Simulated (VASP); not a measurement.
# MoSe2 in VASP: density of states with PBE

Aim: the density of states of MoSe2 with PBE.

All numbers are computed with VASP 6.6.1; they aren't measurements. Logs are shortened: lines on timing, memory, paths and dates and some standing lists are left out, and cuts for length are marked.

## Step 1: The cell of the first run

The typed cell holds 6 atoms: a = 3.295 Å, b = 3.295 Å, c = 12.928 Å, α = 90.00°, β = 90.00°, γ = 60.00°.

## Step 2: Density of states, PBE

Input file POSCAR:

```
MoSe2
1.0
    1.6475850000      2.8537000000      0.0000000000
   -1.6475850000      2.8537000000      0.0000000000
    0.0000000000      0.0000000000     12.9281320000
Se Mo
4 2
Direct
    0.3333000000      0.3334000000      0.6250000000
    0.6666000000      0.6667000000      0.1250000000
    0.3333000000      0.3334000000      0.8750000000
    0.6667000000      0.6667000000      0.3750000000
    0.3333000000      0.3334000000      0.2500000000
    0.6666000000      0.6667000000      0.7500000000
```

Input file INCAR.step1:

```
SYSTEM = MoSe2
ALGO     = Normal         ! electronic algorithm
EDIFF    = 1E-6           ! SCF threshold, eV
ENCUT    = 400            ! plane-wave cutoff, eV
GGA      = PE             ! functional
GGA_COMPAT= .FALSE.      
ISIF     = 2              ! what is computed and relaxed
ISMEAR   = 0              ! smearing method
LASPH    = .TRUE.         ! aspherical terms in the spheres
LCHARG   = .TRUE.         ! write CHGCAR
LMAXMIX  = 4              ! l up to which the mixer works
LORBIT   = 11             ! projections on sites
LREAL    = .FALSE.        ! projectors in reciprocal space
LWAVE    = .FALSE.        ! write WAVECAR
NBANDS   = 35             ! bands
NEDOS    = 2001           ! points of the DOS
NELM     = 120            ! most SCF steps
PREC     = Accurate       ! precision mode
SIGMA    = 0.0338         ! smearing width, eV
```

Input file KPOINTS.step1:

```
k-points
0
G
  9 9 2
  0 0 0
```

Input file INCAR.step2:

```
SYSTEM = MoSe2
ALGO     = Normal         ! electronic algorithm
EDIFF    = 1E-6           ! SCF threshold, eV
ENCUT    = 400            ! plane-wave cutoff, eV
GGA      = PE             ! functional
GGA_COMPAT= .FALSE.      
ICHARG   = 11             ! starting density
ISIF     = 2              ! what is computed and relaxed
ISMEAR   = -5             ! smearing method
LASPH    = .TRUE.         ! aspherical terms in the spheres
LCHARG   = .FALSE.        ! write CHGCAR
LMAXMIX  = 4              ! l up to which the mixer works
LORBIT   = 11             ! projections on sites
LREAL    = .FALSE.        ! projectors in reciprocal space
LWAVE    = .FALSE.        ! write WAVECAR
NBANDS   = 35             ! bands
NEDOS    = 1001           ! points of the DOS
NELM     = 120            ! most SCF steps
PREC     = Accurate       ! precision mode
SIGMA    = 0.0338         ! smearing width, eV
```

Input file KPOINTS.step2:

```
k-points
0
G
  14 14 3
  0 0 0
```

Potentials or basis: VASP PAW PBE potentials, release 64 (Se, Mo_sv).

The run is started by

```
> cat potpaw_PBE.64/Se/POTCAR potpaw_PBE.64/Mo_sv/POTCAR > POTCAR
> cp INCAR.step1 INCAR
> cp KPOINTS.step1 KPOINTS
> mpirun -np 1 vasp_std > vasp.out
> cp INCAR.step2 INCAR
> cp KPOINTS.step2 KPOINTS
> mpirun -np 1 vasp_std > vasp.out
```

OUTCAR:

```text
SYSTEM = MoSe2
   EDIFF = 1E-6
   ENCUT = 400
   GGA = PE
   ICHARG = 11
   ISIF = 2
   ISMEAR = -5
   LASPH = .TRUE.
   LORBIT = 11
   LREAL = .FALSE.
   NELM = 120
   PREC = Accurate

 ion  position               nearest neighbor table
   1  0.333  0.333  0.625-   6 2.50   6 2.50   6 2.50
   2  0.667  0.667  0.125-   5 2.50   5 2.50   5 2.50
   3  0.333  0.333  0.875-   6 2.50   6 2.50   6 2.50
   4  0.667  0.667  0.375-   5 2.50   5 2.50   5 2.50
   5  0.333  0.333  0.250-   2 2.50   4 2.50   4 2.50   2 2.50   2 2.50   4 2.50
   6  0.667  0.667  0.750-   1 2.50   3 2.50   1 2.50   3 2.50   1 2.50   3 2.50

  LATTYP: Found a hexagonal cell.
 ALAT       =     3.2951691948
 C/A-ratio  =     3.9233590859

  Lattice vectors:

 A1 = (   1.6475850000,  -2.8537000000,   0.0000000000)
 A2 = (   1.6475850000,   2.8537000000,   0.0000000000)
 A3 = (   0.0000000000,   0.0000000000,  12.9281320000)

Analysis of symmetry for initial positions (statically):
=====================================================================
 Subroutine PRICEL returns:
 Original cell was already a primitive cell.

 Routine SETGRP: Setting up the symmetry group for a
 hexagonal supercell.

 Subroutine GETGRP returns: Found  1 space group operations
 (whereof  1 operations were pure point group operations)
 out of a pool of 24 trial point group operations.

The static configuration has the point symmetry C_1 .

Analysis of symmetry for dynamics (positions and initial velocities):
=====================================================================
 Subroutine PRICEL returns:
 Original cell was already a primitive cell.

 Routine SETGRP: Setting up the symmetry group for a
 hexagonal supercell.

 Subroutine GETGRP returns: Found  1 space group operations
 (whereof  1 operations were pure point group operations)
 out of a pool of 24 trial point group operations.

The dynamic configuration has the point symmetry C_1 .

 Subroutine INISYM returns: Found  1 space group operations
 (whereof  1 operations are pure point group operations),
 and found     1 'primitive' translations

----------------------------------------------------------------------------------------

                                     Primitive cell

  volume of cell :     121.5687

  direct lattice vectors                    reciprocal lattice vectors
     1.647585000  2.853700000  0.000000000     0.303474479  0.175211129  0.000000000
    -1.647585000  2.853700000  0.000000000    -0.303474479  0.175211129  0.000000000
     0.000000000  0.000000000 12.928132000     0.000000000  0.000000000  0.077350695

  length of vectors
     3.295169195  3.295169195 12.928132000     0.350422173  0.350422173  0.077350695

  position of ions in fractional coordinates (direct lattice)
     0.333300000  0.333400000  0.625000000
     0.666600000  0.666700000  0.125000000
     0.333300000  0.333400000  0.875000000
     0.666700000  0.666700000  0.375000000
     0.333300000  0.333400000  0.250000000
     0.666600000  0.666700000  0.750000000

  ion indices of the primitive-cell ions
   primitive index   ion index
                 1           1
                 2           2
                 3           3
                 4           4
                 5           5
                 6           6

----------------------------------------------------------------------------------------

 KPOINTS: k-points

Automatic generation of k-mesh.
 Grid dimensions read from file:
 generate k-points for:   14   14    3

 Generating k-lattice:

  Cartesian coordinates                     Fractional coordinates (reciprocal lattice)
     0.021676749  0.012515081  0.000000000     0.071428571 -0.000000000  0.000000000
    -0.021676749  0.012515081  0.000000000    -0.000000000  0.071428571  0.000000000
     0.000000000  0.000000000  0.025783565     0.000000000  0.000000000  0.333333333

  Length of vectors
     0.025030155  0.025030155  0.025783565

  Shift w.r.t. Gamma in fractional coordinates (k-lattice)
     0.000000000  0.000000000  0.000000000

 TETIRR: Found   1764 inequivalent tetrahedra from     3528

 Subroutine IBZKPT returns following result:
 ===========================================

 Found    296 irreducible k-points:

 Following reciprocal coordinates:
            Coordinates               Weight
  0.000000  0.000000  0.000000      1.000000
  0.071429  0.000000  0.000000      2.000000
  0.071429  0.071429  0.000000      2.000000
  0.000000  0.071429  0.000000      2.000000
  0.142857 -0.000000  0.000000      2.000000
  0.142857  0.142857  0.000000      2.000000
[... 16 lines left out ...]
  0.142857  0.071429  0.000000      2.000000
  0.071429  0.142857  0.000000      2.000000
 [... further k-points ...]
   k-points           NKPTS =    296   k-points in BZ     NKDIM =    296   number of bands    NBANDS=     35
   number of dos      NEDOS =   1001   number of ions     NIONS =      6
   total plane-waves  NPLWV =  48384
   dimension x,y,z NGX =    24 NGY =   24 NGZ =   84
   dimension x,y,z NGXF=    48 NGYF=   48 NGZF=  168
   ions per type =               4   2
   NGX,Y,Z   is equivalent  to a cutoff of  12.11, 12.11, 10.80 a.u.
   NGXF,Y,Z  is equivalent  to a cutoff of  24.22, 24.22, 21.60 a.u.
 SYSTEM =  MoSe2
   PREC   = accura    normal or accurate (medium, high low for compatibility)
   ISTART =      0    job   : 0-new  1-cont  2-samecut
   ICHARG =     11    charge: 1-file 2-atom 10-const
   ISPIN  =      1    spin polarized calculation?
   LNONCOLLINEAR =      F non collinear calculations
   LSORBIT =      F    spin-orbit coupling
   LASPH  =      T    aspherical Exc in radial PAW
   ENCUT  =  400.0 eV  29.40 Ry    5.42 a.u.   5.37  5.37 21.08*2*pi/ulx,y,z
   NELM   =    120;   NELMIN=  2; NELMDL=  0     # of ELM steps
   EDIFF  = 0.1E-05   stopping-criterion for ELM
   LREAL  =      F    real-space projection
   EDIFFG = 0.1E-04   stopping-criterion for IOM
   NSW    =      0    number of steps for IOM
   IBRION =     -1    ionic relax: 0-MD 1-quasi-New 2-CG
   NFREE  =      0    steps in history (QN), initial steepest desc. (CG)
   ISIF   =      2    stress and relaxation
   ISYM   =      2    0-nonsym 1-usesym 2-fastsym
   POTIM  = 0.5000    time-step for ionic-motion
   TEBEG  =    0.0;   TEEND  =   0.0 temperature during run
   PSTRESS=    0.0 pullay stress
   NELECT =      52.0000    total number of electrons
   NUPDOWN=      -1.0000    fix difference up-down
   EMIN   =  10.00;   EMAX   =-10.00  energy-range for DOS
   EFERMI =   0.00;   METHOD = LEGACY
   ISMEAR =    -5;   SIGMA  =   0.03  broadening in eV -4-tet -1-fermi 0-gaus
   EFERMI_NEDOS =   21; number of points for ismear=-14 and -15
   IALGO  =     38    algorithm
   IMIX   =      4    mixing-type and parameters
     AMIX     =   0.40;   BMIX     =  1.00
     AMIX_MAG =   1.60;   BMIX_MAG =  1.00
  volume/ion in A,a.u.               =      20.26       136.73
  Fermi-wavevector in a.u.,A,eV,Ry     =   1.233489  2.330956 20.701200  1.521495
  Thomas-Fermi vector in A             =   2.368217
   LORBIT       =     11    0 simple, 1 ext, 2 COOP (PROOUT), +10 PAW based schemes
   GGA     = PE    functional components
   LHFCALC =     F    Hartree Fock is set to
   AEXX    =    0.0000 exact exchange contribution
   IVDW    =     0    specifies the selected vdW correction
   LEPSILON=     F    determine dielectric tensor
   LRPA    =     F    only Hartree local field effects (RPA)
 non-spin polarized calculation
 Fermi weights with tetrahedron method with Bloechl corrections
  energy-cutoff  :      400.00
  volume of cell :      121.57
 maximum number of plane-waves:      2263
 NGX is ok and might be reduce to    24

 number of electron      52.0000003 magnetization

 Free energy of the ion-electron system (eV)
  ---------------------------------------------------
  ext. energy  EPLUGINS =         0.00000000
  ---------------------------------------------------
  free energy    TOTEN  =       -39.75602324 eV

  energy without entropy =      -39.75602324  energy(sigma->0) =      -39.75602324

 E-fermi :   6.5742     XC(G=0): -10.6074

 val. band max:        6.5068820756   @ k =   0.0000   0.0000   0.0000
 cond. band min:       7.3931130299   @ k =   0.2143  -0.1429   0.0000
 fundamental gap:      0.8862309543
 Fermi energy:         6.5742458253

 k-point     1 :       0.0000    0.0000    0.0000
  band No.  band energies     occupation
      1     -54.7811      2.00000
      2     -54.7811      2.00000
      3     -28.9577      2.00000
      4     -28.9577      2.00000
      5     -28.7904      2.00000
      6     -28.7904      2.00000
[... 27 lines left out ...]
     34       9.3530      0.00000
     35      11.6462      0.00000

 k-point     2 :       0.0714    0.0000    0.0000
  band No.  band energies     occupation
      1     -54.7799      2.00000
      2     -54.7799      2.00000
      3     -28.9547      2.00000
      4     -28.9545      2.00000
      5     -28.8040      2.00000
      6     -28.8039      2.00000
[... 27 lines left out ...]
     34       9.2465      0.00000
     35      12.0790      0.00000

 k-point     3 :       0.0714    0.0714    0.0000
  band No.  band energies     occupation
      1     -54.7799      2.00000
      2     -54.7799      2.00000
      3     -28.9547      2.00000
      4     -28.9545      2.00000
      5     -28.8040      2.00000
      6     -28.8039      2.00000
[... 27 lines left out ...]
     34       9.2467      0.00000
     35      12.0803      0.00000
[... 723 lines left out ...]
 k-point    23 :       0.1429    0.0714    0.0000
  band No.  band energies     occupation
      1     -54.7776      2.00000
      2     -54.7776      2.00000
      3     -28.9491      2.00000
      4     -28.9489      2.00000
      5     -28.8293      2.00000
      6     -28.8292      2.00000
[... 27 lines left out ...]
     34       9.3251      0.00000
     35      12.7488      0.00000

 k-point    24 :       0.0714    0.1429    0.0000
  band No.  band energies     occupation
      1     -54.7776      2.00000
      2     -54.7776      2.00000
      3     -28.9491      2.00000
      4     -28.9489      2.00000
      5     -28.8293      2.00000
      6     -28.8292      2.00000
[... 27 lines left out ...]
     34       9.3253      0.00000
     35      12.7178      0.00000

 [... further k-points ...]
[... 5 lines left out ...]
  --------------------------------------------------------------------------------------
  -------------------------------------------------------------------------------------
  Total        4.0160813      4.0203620      8.0531697      0.0007477     -0.0040568     -0.0023465
  in kB       52.9286914     52.9851077    106.1342404      0.0098546     -0.0534656     -0.0309247
  external PRESSURE =      70.6826798 kB  Pullay stress =       0.0000000 kB

 VOLUME and BASIS-vectors are now :
 -----------------------------------------------------------------------------
  energy-cutoff  :      400.00
  volume of cell :      121.57
      direct lattice vectors                 reciprocal lattice vectors
     1.647585000  2.853700000  0.000000000     0.303474479  0.175211129  0.000000000
    -1.647585000  2.853700000  0.000000000    -0.303474479  0.175211129  0.000000000
     0.000000000  0.000000000 12.928132000     0.000000000  0.000000000  0.077350695

 POSITION                                       TOTAL-FORCE (eV/Angst)
 -----------------------------------------------------------------------------------
     -0.00016      1.90256      8.08008         0.000006     -0.001856     -1.032807
     -0.00016      3.80484      1.61602        -0.000064      0.001760     -1.032813
     -0.00016      1.90256     11.31212        -0.000005     -0.001875      1.032809
      0.00000      3.80512      4.84805        -0.001568     -0.000833      1.032812
     -0.00016      1.90256      3.23203         0.001619     -0.000944     -0.000000
     -0.00016      3.80484      9.69610         0.000012      0.003747      0.000001
 -----------------------------------------------------------------------------------
    total drift:                                0.000007      0.000006      0.000008

  FREE ENERGIE OF THE ION-ELECTRON SYSTEM (eV)
  ---------------------------------------------------
  free  energy   TOTEN  =       -39.7560232433 eV

  energy  without entropy=      -39.7560232433  energy(sigma->0) =      -39.75602324

 total charge

# of ion       s       p       d       tot
------------------------------------------
    1        1.479   2.352   0.070   3.901
    2        1.479   2.352   0.070   3.901
    3        1.479   2.352   0.070   3.901
    4        1.479   2.352   0.070   3.901
    5        2.284   6.200   4.005  12.488
    6        2.284   6.200   4.005  12.488
--------------------------------------------------
tot         10.483  21.809   8.289  40.581
```

Run time: 7 min. Hardware: 1 thread of Intel Xeon Platinum 8559C (Emerald Rapids), shared host; peak memory 0.73 GiB.

Results:

```
Valence electrons inside the program's atomic spheres : Se 3.90; Mo 12.49
```

Levels at points of the mesh, in eV from the valence-band top:
| k point | band 24 | band 25 | band 26 | band 27 | band 28 | band 29 |
| --- | --- | --- | --- | --- | --- | --- |
| (0.00, 0.00, 0.00) | -1.06 | -0.88 | 0.00 | 2.39 | 2.39 | 2.44 |
| (0.50, 0.00, 0.00) | -1.31 | -1.20 | -1.20 | 1.36 | 1.40 | 1.72 |
| (0.50, 0.50, 0.00) | -1.31 | -1.20 | -1.20 | 1.36 | 1.40 | 1.72 |
| (0.00, 0.50, 0.00) | -1.31 | -1.20 | -1.20 | 1.36 | 1.40 | 1.72 |
